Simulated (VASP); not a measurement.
# In (P6_3/mmc) in VASP: further runs, part 3 of 4

VASP 6.6.1.

### 4 Single point, r2SCAN (volume scaled by 1.04)

POSCAR reads:

```
In
1.0
    3.3909818624      0.0000000000      0.0000000000
   -1.6954909312      2.9366764366      0.0000000000
    0.0000000000      0.0000000000      5.5202131690
In
2
Direct
    0.3333333333      0.6666666667      0.2500000000
    0.6666666667      0.3333333333      0.7500000000
```

INCAR.step1 reads:

```
PREC = Accurate
ENCUT = 520
ISMEAR = -1
SIGMA = 0.1
LREAL = False
LASPH = True
NELM = 60
NBANDS = 20
GGA = PE
ALGO = Normal
EDIFF = 1E-4
LWAVE = True
LCHARG = False
```

INCAR.step2 reads:

```
PREC = Accurate
ENCUT = 520
EDIFF = 1E-7
ISMEAR = -1
SIGMA = 0.1
LREAL = False
LASPH = True
NELM = 60
ALGO = Normal
ISIF = 2
LWAVE = False
LCHARG = True
METAGGA = R2SCAN
LMIXTAU = True
LELF = True
LVHAR = True
NBANDS = 20
ISTART = 1
```

KPOINTS reads:

```
Automatic mesh
0
Gamma
  12 12 7
```

On the command line:

```bash
> cat potpaw_PBE.64/In_d/POTCAR > POTCAR
> cp INCAR.step1 INCAR
> mpirun -np 1 vasp_std > vasp.out
> cp INCAR.step2 INCAR
> mpirun -np 1 vasp_std > vasp.out
```

It took 5.7 min on 1 thread of Intel Xeon 6975P-C, shared host; peak memory 0.23 GiB.

Results (log left out):

| Item | Value |
| --- | --- |
| Free energy | -45.1248 eV |
| Pressure | -1.4 GPa |
| Band gap on the k mesh | zero (band 13 reaches 9.72 eV, above the bottom of band 14 at 4.69 eV) |

Stress tensor (GPa, compression positive):
```
-1.16  0.00  0.00
 0.00 -1.16  0.00
 0.00  0.00 -1.89
```

Levels at points of the mesh, in eV from the Fermi level:
| k point | band 10 | band 11 | band 12 | band 13 | band 14 | band 15 | band 16 | band 17 |
| --- | --- | --- | --- | --- | --- | --- | --- | --- |
| (0.00, 0.00, 0.00) | -14.92 | -9.72 | -4.45 | -3.38 | 8.37 | 8.37 | 10.26 | 10.26 |
| (0.50, 0.00, 0.00) | -14.88 | -5.06 | -4.23 | 0.16 | 0.41 | 0.88 | 3.06 | 4.07 |

Caveat: the PAW data sets were made with another functional, which shifts forces and pressure a little; spin-orbit coupling is left out, which moves the levels of the heavy elements.

### 5 Single point, r2SCAN (volume scaled by 1.08)

POSCAR reads:

```
In
1.0
    3.4339102407      0.0000000000      0.0000000000
   -1.7169551203      2.9738535027      0.0000000000
    0.0000000000      0.0000000000      5.5900967038
In
2
Direct
    0.3333333333      0.6666666667      0.2500000000
    0.6666666667      0.3333333333      0.7500000000
```

INCAR.step1 reads:

```
SYSTEM = In
  ALGO = Normal
  EDIFF = 1E-4
  ENCUT = 520
  GGA = PE
  ISMEAR = -1
  LASPH = .TRUE.
  LCHARG = .FALSE.
  LREAL = .FALSE.
  LWAVE = .TRUE.
  NBANDS = 20
  NELM = 100
  PREC = Accurate
  SIGMA = 0.1
```

INCAR.step2 reads:

```
SYSTEM = In
  ALGO = Normal
  EDIFF = 1E-7
  ENCUT = 520
  ISIF = 2
  ISMEAR = -1
  ISTART = 1
  LASPH = .TRUE.
  LCHARG = .TRUE.
  LELF = .TRUE.
  LMIXTAU = .TRUE.
  LREAL = .FALSE.
  LVHAR = .TRUE.
  LWAVE = .FALSE.
  METAGGA = R2SCAN
  NBANDS = 20
  NELM = 100
  PREC = Accurate
  SIGMA = 0.1
```

KPOINTS reads:

```
k-points
0
G
  12 12 7
  0 0 0
```

Potentials or basis: VASP PAW PBE potentials, release 64 (In_d).

On the command line:

```bash
> cat potpaw_PBE.64/In_d/POTCAR > POTCAR
> cp INCAR.step1 INCAR
> mpirun -np 1 vasp_std > vasp.out
> cp INCAR.step2 INCAR
> mpirun -np 1 vasp_std > vasp.out
```

OUTCAR:

```text
SYSTEM = In
   EDIFF = 1E-7
   ENCUT = 520
   ISIF = 2
   ISMEAR = -1
   ISTART = 1
   LASPH = .TRUE.
   LREAL = .FALSE.
   METAGGA = R2SCAN
   NELM = 100
   PREC = Accurate

 ion  position               nearest neighbor table
   1  0.333  0.667  0.250-   2 3.43   2 3.43   2 3.43   2 3.43   2 3.43   2 3.43
   2  0.667  0.333  0.750-   1 3.43   1 3.43   1 3.43   1 3.43   1 3.43   1 3.43

  LATTYP: Found a hexagonal cell.
 ALAT       =     3.4339102407
 C/A-ratio  =     1.6279099662

  Lattice vectors:

 A1 = (   3.4339102407,   0.0000000000,   0.0000000000)
 A2 = (  -1.7169551203,   2.9738535027,   0.0000000000)
 A3 = (   0.0000000000,   0.0000000000,   5.5900967038)

Analysis of symmetry for initial positions (statically):
=====================================================================
 Subroutine PRICEL returns:
 Original cell was already a primitive cell.

 Routine SETGRP: Setting up the symmetry group for a
 hexagonal supercell.

 Subroutine GETGRP returns: Found 24 space group operations
 (whereof 12 operations were pure point group operations)
 out of a pool of 24 trial point group operations.

The static configuration has the point symmetry D_3d.
 The point group associated with its full space group is D_6h.

Analysis of symmetry for dynamics (positions and initial velocities):
=====================================================================
 Subroutine PRICEL returns:
 Original cell was already a primitive cell.

 Routine SETGRP: Setting up the symmetry group for a
 hexagonal supercell.

 Subroutine GETGRP returns: Found 24 space group operations
 (whereof 12 operations were pure point group operations)
 out of a pool of 24 trial point group operations.

The dynamic configuration has the point symmetry D_3d.
 The point group associated with its full space group is D_6h.

 Subroutine INISYM returns: Found 24 space group operations
[... 105 lines left out ...]
   POTIM  = 0.5000    time-step for ionic-motion
   TEBEG  =    0.0;   TEEND  =   0.0 temperature during run
   PSTRESS=    0.0 pullay stress
   NELECT =      26.0000    total number of electrons
   NUPDOWN=      -1.0000    fix difference up-down
   EMIN   =  10.00;   EMAX   =-10.00  energy-range for DOS
   EFERMI =   0.00;   METHOD = LEGACY
   ISMEAR =    -1;   SIGMA  =   0.10  broadening in eV -4-tet -1-fermi 0-gaus
   EFERMI_NEDOS =   21; number of points for ismear=-14 and -15
   IALGO  =     38    algorithm
   IMIX   =      4    mixing-type and parameters
     AMIX     =   0.40;   BMIX     =  1.00
     AMIX_MAG =   1.60;   BMIX_MAG =  1.00
  volume/ion in A,a.u.               =      28.54       192.62
  Fermi-wavevector in a.u.,A,eV,Ry     =   1.259573  2.380248 21.585971  1.586524
  Thomas-Fermi vector in A             =   2.393126
   LORBIT       =      0    0 simple, 1 ext, 2 COOP (PROOUT), +10 PAW based schemes
   METAGGA = R2SCAN    functional components
   LHFCALC =     F    Hartree Fock is set to
   AEXX    =    0.0000 exact exchange contribution
   IVDW    =     0    specifies the selected vdW correction
   LEPSILON=     F    determine dielectric tensor
   LRPA    =     F    only Hartree local field effects (RPA)
 non-spin polarized calculation
  energy-cutoff  :      520.00
  volume of cell :       57.09
 maximum number of plane-waves:      1562
 NGX is ok and might be reduce to    28
   NGX = 13   NGY = 13   NGZ = 21

 number of electron      26.0000006 magnetization

 Free energy of the ion-electron system (eV)
  ---------------------------------------------------
  ext. energy  EPLUGINS =         0.00000000
  ---------------------------------------------------
  free energy    TOTEN  =       -45.09967318 eV

  energy without entropy =      -45.07119828  energy(sigma->0) =      -45.08543573

 E-fermi :   6.5561     XC(G=0): -10.6173

 val. band max:        6.5528756531   @ k =   0.2500   0.1667   0.2857
 cond. band min:       6.5607070030   @ k =   0.0833   0.0000   0.2857
 fundamental gap:      0.0078313499
 Fermi energy:         6.5561384758

 k-point     1 :       0.0000    0.0000    0.0000
  band No.  band energies     occupation
      1      -8.6585      2.00000
      2      -8.6090      2.00000
      3      -8.5873      2.00000
      4      -8.5873      2.00000
      5      -8.5637      2.00000
      6      -8.5637      2.00000
[... 541 lines left out ...]
     19      14.9542      0.00000
     20      17.0462      0.00000

 [... further k-points ...]
[... 5 lines left out ...]
  --------------------------------------------------------------------------------------
  -------------------------------------------------------------------------------------
  Total       -0.8396117     -0.8396117     -1.0880502     -0.0000000     -0.0000000      0.0000000
  in kB      -23.5646618    -23.5646618    -30.5373730     -0.0000000     -0.0000000      0.0000000
  external PRESSURE =     -25.8888989 kB  Pullay stress =       0.0000000 kB

 VOLUME and BASIS-vectors are now :
 -----------------------------------------------------------------------------
  energy-cutoff  :      520.00
  volume of cell :       57.09
      direct lattice vectors                 reciprocal lattice vectors
     3.433910241  0.000000000  0.000000000     0.291213203  0.168132021  0.000000000
    -1.716955120  2.973853503  0.000000000     0.000000000  0.336264042  0.000000000
     0.000000000  0.000000000  5.590096704     0.000000000  0.000000000  0.178887782

 POSITION                                       TOTAL-FORCE (eV/Angst)
 -----------------------------------------------------------------------------------
     -0.00000      1.98257      1.39752         0.000000     -0.000000      0.000000
      1.71696      0.99128      4.19257        -0.000000      0.000000      0.000000
 -----------------------------------------------------------------------------------
    total drift:                                0.000000     -0.000000      0.000000

  FREE ENERGIE OF THE ION-ELECTRON SYSTEM (eV)
  ---------------------------------------------------
  free  energy   TOTEN  =       -45.0996731794 eV

  energy  without entropy=      -45.0711982750  energy(sigma->0) =      -45.08543573
```

OUTCAR.step1:

```text
SYSTEM = In
   EDIFF = 1E-4
   ENCUT = 520
   GGA = PE
   ISMEAR = -1
   LASPH = .TRUE.
   LREAL = .FALSE.
[... 775 lines left out ...]
     -0.00000      1.98257      1.39752        -0.000000      0.000000      0.000000
      1.71696      0.99128      4.19257         0.000000     -0.000000      0.000000
 -----------------------------------------------------------------------------------
    total drift:                                0.000000     -0.000000      0.000000

  FREE ENERGIE OF THE ION-ELECTRON SYSTEM (eV)
  ---------------------------------------------------
  free  energy   TOTEN  =        -5.1193491663 eV

  energy  without entropy=       -5.0885824109  energy(sigma->0) =       -5.10396579
```

Wall time 4.3 min (1 thread of Intel Xeon 6975P-C, shared host); peak memory 0.23 GiB.

Results:

```yaml
Free_energy: -45.0997 eV
Pressure: -2.6 GPa
Band_gap_on_the_k_mesh: zero (band 13 reaches 9.21 eV, above the bottom of band 14 at 4.38 eV)
```

Levels at points of the mesh, in eV from the Fermi level:
```
           k point  band 10  band 11  band 12  band 13  band 14  band 15  band 16  band 17
(0.00, 0.00, 0.00)   -14.91    -9.45    -4.43    -3.21     8.11     8.11     9.94     9.94
(0.50, 0.00, 0.00)   -14.88    -4.99    -4.11     0.04     0.41     0.90     3.03     3.99
```

Caveat: the PAW data sets were made with another functional, which shifts forces and pressure a little; spin-orbit coupling is left out, which moves the levels of the heavy elements.

[end of part 3 of 4]
